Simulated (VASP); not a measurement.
# Te2Mo (Pm) in VASP: notebook

Te2Mo is run at these levels: r2SCAN, BLYP; tasks: single point.

Everything below comes from runs of VASP 6.6.1. Logs are shortened: lines on timing, memory, paths and dates and some standing lists are left out, and cuts for length are marked.

## 1. The cell of the first run

It takes space group Pm (No. 6, monoclinic). Conventional cell: a = 6.346 Å, b = 3.494 Å, c = 14.866 Å, α = 90.00°, β = 92.12°, γ = 90.00°. Te (site symmetry m) has 3 Mo at 2.82 to 2.84 Å and 8 Te at 3.49 to 3.71 Å within 3.8 Å. Te (site symmetry m) has 3 Mo at 2.82 to 2.84 Å and 8 Te at 3.49 to 3.71 Å within 3.8 Å. Within 3.8 Å of Te (site symmetry m) lie 3 Mo at 2.70 to 2.71 Å and 6 Te at 3.49 to 3.71 Å. Te (site symmetry m) has 3 Mo at 2.70 to 2.71 Å and 6 Te at 3.49 to 3.71 Å within 3.8 Å. Te (site symmetry m) has 3 Mo at 2.70 to 2.71 Å and 6 Te at 3.49 to 3.71 Å within 3.8 Å. Within 3.8 Å of Te (site symmetry m) lie 3 Mo at 2.70 to 2.71 Å and 6 Te at 3.49 to 3.71 Å. Within 3.8 Å of Te (site symmetry m) lie 3 Mo at 2.82 to 2.84 Å and 8 Te at 3.49 to 3.71 Å. Te (site symmetry m) has 3 Mo at 2.82 to 2.84 Å and 8 Te at 3.49 to 3.71 Å within 3.8 Å.

## 2. Single point, r2SCAN

POSCAR

```
Te2Mo
1.0
    6.3464495577      0.0000000000      0.0000000000
    0.0000000000      3.4942155400      0.0000000000
   -0.5490254083      0.0000000000     14.8561586148
Te Mo
8 4
Direct
    0.0630865700      0.5000000000      0.4013918100
    0.9362609700      0.0000000000      0.5989235800
    0.5672046900      0.0000000000      0.3620628100
    0.4325395100      0.5000000000      0.6382740100
    0.0910474500      0.0000000000      0.1379227500
    0.9094538900      0.5000000000      0.8617520200
    0.5810927600      0.5000000000      0.0985498300
    0.4193469800      0.0000000000      0.9011539900
    0.3196862200      0.0000000000      0.5068268200
    0.6797845000      0.5000000000      0.4935200200
    0.1814915000      0.5000000000      0.0065316300
    0.8190039500      0.0000000000      0.9930897200
```

INCAR.step1

```
SYSTEM = Te2Mo
ALGO = Normal ; EDIFF = 1E-4
ENCUT = 520 ; GGA = PE
ISMEAR = -1 ; LASPH = .TRUE.
LCHARG = .FALSE. ; LREAL = .FALSE.
LWAVE = .TRUE. ; NBANDS = 64
NELM = 100 ; PREC = Accurate
SIGMA = 0.05
```

INCAR.step2

```
SYSTEM = Te2Mo
ALGO = Normal ; EDIFF = 1E-6
ENCUT = 520 ; ISIF = 2
ISMEAR = -1 ; ISTART = 1
LASPH = .TRUE. ; LCHARG = .FALSE.
LMIXTAU = .TRUE. ; LREAL = .FALSE.
LWAVE = .FALSE. ; METAGGA = R2SCAN
NBANDS = 64 ; NELM = 100
PREC = Accurate ; SIGMA = 0.05
```

KPOINTS

```
k-points
0
G
  4 8 2
  0 0 0
```

Potentials or basis: VASP PAW PBE potentials, release 64 (Te, Mo_sv).

Started as:

```sh
cat potpaw_PBE.64/Te/POTCAR potpaw_PBE.64/Mo_sv/POTCAR > POTCAR
cp INCAR.step1 INCAR
mpirun -np 1 vasp_std > vasp.out
cp INCAR.step2 INCAR
mpirun -np 1 vasp_std > vasp.out
```

OUTCAR:

```text
SYSTEM = Te2Mo
   EDIFF = 1E-6
   ENCUT = 520
   ISIF = 2
   ISMEAR = -1
   ISTART = 1
   LASPH = .TRUE.
   LREAL = .FALSE.
   METAGGA = R2SCAN
   NELM = 100
   PREC = Accurate

 ion  position               nearest neighbor table
   1  0.063  0.500  0.401-   9 2.82   9 2.82  10 2.84   2 3.54   2 3.54   3 3.63   3 3.63
   2  0.936  0.000  0.599-  10 2.82  10 2.82   9 2.84   1 3.54   1 3.54   4 3.63   4 3.63
   3  0.567  0.000  0.362-  10 2.70  10 2.70   9 2.71   1 3.63   1 3.63
   4  0.433  0.500  0.638-   9 2.70   9 2.70  10 2.71   2 3.63   2 3.63
   5  0.091  0.000  0.138-  11 2.70  11 2.70  12 2.71   7 3.63   7 3.63
   6  0.909  0.500  0.862-  12 2.70  12 2.70  11 2.71   8 3.63   8 3.63
   7  0.581  0.500  0.099-  12 2.82  12 2.82  11 2.84   8 3.53   8 3.53   5 3.63   5 3.63
   8  0.419  0.000  0.901-  11 2.82  11 2.82  12 2.84   7 3.53   7 3.53   6 3.63   6 3.63
   9  0.320  0.000  0.507-   4 2.70   4 2.70   3 2.71   1 2.82   1 2.82   2 2.84  10 2.89  10 2.89

  10  0.680  0.500  0.494-   3 2.70   3 2.70   4 2.71   2 2.82   2 2.82   1 2.84   9 2.89   9 2.89

  11  0.181  0.500  0.007-   5 2.70   5 2.70   6 2.71   8 2.82   8 2.82   7 2.84  12 2.89  12 2.89

  12  0.819  0.000  0.993-   6 2.70   6 2.70   5 2.71   7 2.82   7 2.82   8 2.84  11 2.89  11 2.89

  LATTYP: Found a simple monoclinic cell.
 ALAT       =     6.3464495577
 B/A-ratio  =     0.5505780056
 C/A-ratio  =     2.3424593439
 COS(beta)  =    -0.0369308709

  Lattice vectors:

 A1 = (   6.3464495577,   0.0000000000,   0.0000000000)
 A2 = (   0.0000000000,   3.4942155400,   0.0000000000)
 A3 = (  -0.5490254083,   0.0000000000,  14.8561586148)

Analysis of symmetry for initial positions (statically):
=====================================================================
 Subroutine PRICEL returns:
 Original cell was already a primitive cell.

 Routine SETGRP: Setting up the symmetry group for a
 simple monoclinic supercell.

 Subroutine GETGRP returns: Found  2 space group operations
 (whereof  2 operations were pure point group operations)
 out of a pool of  4 trial point group operations.

The static configuration has the point symmetry C_1h.

Analysis of symmetry for dynamics (positions and initial velocities):
=====================================================================
 Subroutine PRICEL returns:
 Original cell was already a primitive cell.

 Routine SETGRP: Setting up the symmetry group for a
 simple monoclinic supercell.

 Subroutine GETGRP returns: Found  2 space group operations
[... 135 lines left out ...]
   NUPDOWN=      -1.0000    fix difference up-down
   EMIN   =  10.00;   EMAX   =-10.00  energy-range for DOS
   EFERMI =   0.00;   METHOD = LEGACY
   ISMEAR =    -1;   SIGMA  =   0.05  broadening in eV -4-tet -1-fermi 0-gaus
   EFERMI_NEDOS =   21; number of points for ismear=-14 and -15
   IALGO  =     38    algorithm
   IMIX   =      4    mixing-type and parameters
     AMIX     =   0.40;   BMIX     =  1.00
     AMIX_MAG =   1.60;   BMIX_MAG =  1.00
  volume/ion in A,a.u.               =      27.45       185.27
  Fermi-wavevector in a.u.,A,eV,Ry     =   1.114697  2.106472 16.905918  1.242550
  Thomas-Fermi vector in A             =   2.251295
   LORBIT       =      0    0 simple, 1 ext, 2 COOP (PROOUT), +10 PAW based schemes
   METAGGA = R2SCAN    functional components
   LHFCALC =     F    Hartree Fock is set to
   AEXX    =    0.0000 exact exchange contribution
   IVDW    =     0    specifies the selected vdW correction
   LEPSILON=     F    determine dielectric tensor
   LRPA    =     F    only Hartree local field effects (RPA)
 non-spin polarized calculation
  energy-cutoff  :      520.00
  volume of cell :      329.45
 maximum number of plane-waves:      8931
 NGX is ok and might be reduce to    48
   NGX = 23   NGY = 13   NGZ = 55

 number of electron     103.9999995 magnetization

 Free energy of the ion-electron system (eV)
  ---------------------------------------------------
  ext. energy  EPLUGINS =         0.00000000
  ---------------------------------------------------
  free energy    TOTEN  =      -311.18619129 eV

  energy without entropy =     -311.16507606  energy(sigma->0) =     -311.17563368

 E-fermi :   7.0111     XC(G=0): -10.4073

 val. band max:        7.0047541444   @ k =   0.0000   0.1250   0.5000
 cond. band min:       7.0111413546   @ k =   0.0000   0.0000   0.0000
 fundamental gap:      0.0063872102
 Fermi energy:         7.0110899266

 k-point     1 :       0.0000    0.0000    0.0000
  band No.  band energies     occupation
      1     -55.9992      2.00000
      2     -55.9898      2.00000
      3     -55.9329      2.00000
      4     -55.9235      2.00000
      5     -29.5337      2.00000
      6     -29.5243      2.00000
[... 1597 lines left out ...]
     63       9.5655      0.00000
     64       9.5870      0.00000

 [... further k-points ...]

------------------------ aborting loop because EDIFF is reached ----------------------------------------

  FORCE on cell =-STRESS in cart. coord.  units (eV):
  Direction    XX          YY          ZZ          XY          YZ          ZX
  --------------------------------------------------------------------------------------
  -------------------------------------------------------------------------------------
  Total        0.5865826      0.0154511      0.0197479      0.0000000      0.0000000     -0.0149678
  in kB        2.8526776      0.0751421      0.0960384      0.0000000      0.0000000     -0.0727915
  external PRESSURE =       1.0079527 kB  Pullay stress =       0.0000000 kB

 VOLUME and BASIS-vectors are now :
 -----------------------------------------------------------------------------
  energy-cutoff  :      520.00
  volume of cell :      329.45
      direct lattice vectors                 reciprocal lattice vectors
     6.346449558  0.000000000  0.000000000     0.157568415  0.000000000  0.005823111
     0.000000000  3.494215540  0.000000000     0.000000000  0.286187268  0.000000000
    -0.549025408  0.000000000 14.856158615     0.000000000  0.000000000  0.067312152

 POSITION                                       TOTAL-FORCE (eV/Angst)
 -----------------------------------------------------------------------------------
      0.18000      1.74711      5.96314        -0.003097      0.000000      0.027717
      5.61311      0.00000      8.89770         0.012784      0.000000     -0.027125
      3.40095      0.00000      5.37886         0.013347      0.000000     -0.002514
      2.39466      1.74711      9.48230        -0.024830      0.000000      0.003042
      0.50210      0.00000      2.04900         0.010827      0.000000      0.009837
      5.29868      1.74711     12.80232        -0.011776      0.000000     -0.018984
      3.63377      1.74711      1.46407        -0.008380      0.000000     -0.020592
      2.16661      0.00000     13.38769         0.010984      0.000000      0.016038
      1.75061      0.00000      7.52950        -0.018788      0.000000     -0.072300
      4.04326      1.74711      7.33181         0.020655      0.000000      0.068399
      1.14824      1.74711      0.09703         0.014628      0.000000     -0.053942
      4.65254      0.00000     14.75350        -0.016353      0.000000      0.070423
 -----------------------------------------------------------------------------------
    total drift:                                0.000102     -0.000000     -0.000143

  FREE ENERGIE OF THE ION-ELECTRON SYSTEM (eV)
  ---------------------------------------------------
  free  energy   TOTEN  =      -311.1861912879 eV

  energy  without entropy=     -311.1650760622  energy(sigma->0) =     -311.17563368
```

It took 56 min on 1 thread of Oxide Virtual Turin-like, shared host; peak memory 0.68 GiB.

What came out:

| Item | Value |
| --- | --- |
| Free energy | -311.1862 eV |
| Pressure | 0.1 GPa |
| Largest force | 0.075 eV/Å |
| Band gap on the k mesh | zero (bands 52 and 53 overlap by 0.11 eV) |

Forces in eV/Å, atoms in the order of the input:
```
Te  -0.003  0.000  0.028
Te   0.013  0.000 -0.027
Te   0.013  0.000 -0.003
Te  -0.025  0.000  0.003
Te   0.011  0.000  0.010
Te  -0.012  0.000 -0.019
Te  -0.008  0.000 -0.021
Te   0.011  0.000  0.016
Mo  -0.019  0.000 -0.072
Mo   0.021  0.000  0.068
Mo   0.015  0.000 -0.054
Mo  -0.016  0.000  0.070
```

Caveat: the PAW data sets were made with another functional, which shifts forces and pressure a little; spin-orbit coupling is left out, which moves the levels of the heavy elements.

## 3. Single point, BLYP

This run uses another cell than the first one.

INCAR

```
AGGAC = 1.0
AGGAX = 1.0
ALDAC = 0.0
ALDAX = 1.0
ALGO = Fast
EDIFF = 1E-6
ENCUT = 520
GGA = B5
ISIF = 2
ISMEAR = -1
LASPH = T
LCHARG = F
LREAL = F
LWAVE = F
NBANDS = 64
NELM = 100
PREC = Accurate
SIGMA = 0.05
```

KPOINTS

```
k-points
0
Gamma
  4 8 2
```

POSCAR

```
Te2Mo
1.0
    6.5014278358      0.0000000000     -0.0034723289
    0.0000000000      3.5982742065      0.0000000000
   -0.5705606745      0.0000000000     22.6256253457
Te Mo
8 4
Direct
    0.0676418140      0.5000000000      0.4340634037
    0.9319039704      0.0000000000      0.5658740482
    0.5729502522      0.0000000000      0.4085310666
    0.4265963146      0.5000000000      0.5914060811
    0.0897906557      0.0000000000      0.0914684116
    0.9106627595      0.5000000000      0.9085941338
    0.5799090487      0.5000000000      0.0659384626
    0.4205437521      0.0000000000      0.9341237142
    0.3192431928      0.0000000000      0.5042843955
    0.6803038221      0.5000000000      0.4956526816
    0.1815349420      0.5000000000      0.0043482986
    0.8189184660      0.0000000000      0.9957142925
```

Potentials or basis: VASP PAW PBE potentials, release 64 (Te, Mo_sv).

Started as:

```sh
cat potpaw_PBE.64/Te/POTCAR potpaw_PBE.64/Mo_sv/POTCAR > POTCAR
mpirun -np 1 vasp_std > vasp.out
```

Run time: 46 min. Hardware: 1 thread of Oxide Virtual Turin-like, shared host; peak memory 0.98 GiB.

The run converged. Its results:

| Quantity | Value |
| --- | --- |
| Free energy | -61.3444 eV |
| Pressure | 0.2 GPa |
| Largest force | 0.064 eV/Å |
| Band gap on the k mesh | zero (bands 52 and 53 overlap by 0.04 eV) |

Forces on the atoms (eV/Å):
```
Te  -0.004  0.000 -0.039
Te   0.004  0.000  0.039
Te   0.002  0.000 -0.064
Te  -0.002  0.000  0.064
Te   0.002  0.000  0.064
Te  -0.002  0.000 -0.064
Te  -0.004  0.000  0.038
Te   0.004  0.000 -0.038
Mo  -0.015  0.000 -0.002
Mo   0.015  0.000  0.003
Mo   0.014  0.000 -0.003
Mo  -0.014  0.000  0.003
```

Levels at points of the mesh, in eV from the Fermi level:
```tsv
k point	band 48	band 49	band 50	band 51	band 52	band 53	band 54	band 55	band 56	band 57
(0.00, 0.00, 0.00)	-0.63	-0.21	-0.20	0.05	0.05	0.68	0.68	0.86	0.86	1.62
(0.50, 0.00, 0.00)	-0.74	-0.69	-0.69	-0.64	-0.64	0.25	0.25	0.82	0.82	1.45
(0.00, 0.50, 0.00)	-1.42	-1.22	-1.22	-1.22	-1.22	1.02	1.02	1.02	1.02	1.38
(0.50, 0.50, 0.00)	-1.55	-0.70	-0.70	-0.70	-0.70	0.94	0.94	0.94	0.94	1.86
(0.00, 0.00, 0.50)	-0.63	-0.21	-0.21	0.05	0.05	0.68	0.68	0.86	0.86	1.62
(0.50, 0.00, 0.50)	-0.74	-0.69	-0.69	-0.64	-0.64	0.25	0.25	0.82	0.82	1.45
(0.00, 0.50, 0.50)	-1.42	-1.22	-1.22	-1.22	-1.22	1.02	1.02	1.02	1.02	1.38
(0.50, 0.50, 0.50)	-1.55	-0.70	-0.70	-0.70	-0.70	0.94	0.94	0.94	0.94	1.86
```

Caveat: the PAW data sets were made with another functional, which shifts forces and pressure a little; spin-orbit coupling is left out, which moves the levels of the heavy elements.
